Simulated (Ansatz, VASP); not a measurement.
**One calculation of PbS, two programs**

```
CELL_PARAMETERS angstrom
2.05694 -3.56583 0.00000
2.05694 3.56583 0.00000
0.00000 0.00000 7.55994
ATOMIC_POSITIONS crystal
Pb 0.00103 0.99897 0.48673
Pb 0.99897 0.00103 0.98673
S 0.66715 0.33285 0.69247
S 0.33285 0.66715 0.19247
```

Alike in both runs: task single point; functional PBEsol; k mesh 4 × 4 × 2; occupations fermi-dirac, width 0.02 eV; no spin polarisation.

|  | VASP | Ansatz |
| --- | --- | --- |
| version | VASP 6.6.1 | Ansatz 0.2.0 |
| potentials or method | VASP PAW PBE potentials, release 64 (Pb_d, S), cutoff 520 eV | plane waves, PAW |
| valence electrons in the cell | 40 | 40 |

```csv
,VASP,Ansatz,Ansatz less VASP
pressure (GPa),-1.8,-1.8,+0.04
"traceless stress, the component that is largest in VASP (GPa)",-0.47,-0.47,-0.001
```

VASP's potentials were made for PBE, not for PBEsol. Ansatz's warnings: stress scf threshold loose.

The k mesh is coarse, so the values compare programs but aren't converged. Neither program's run includes spin-orbit coupling.
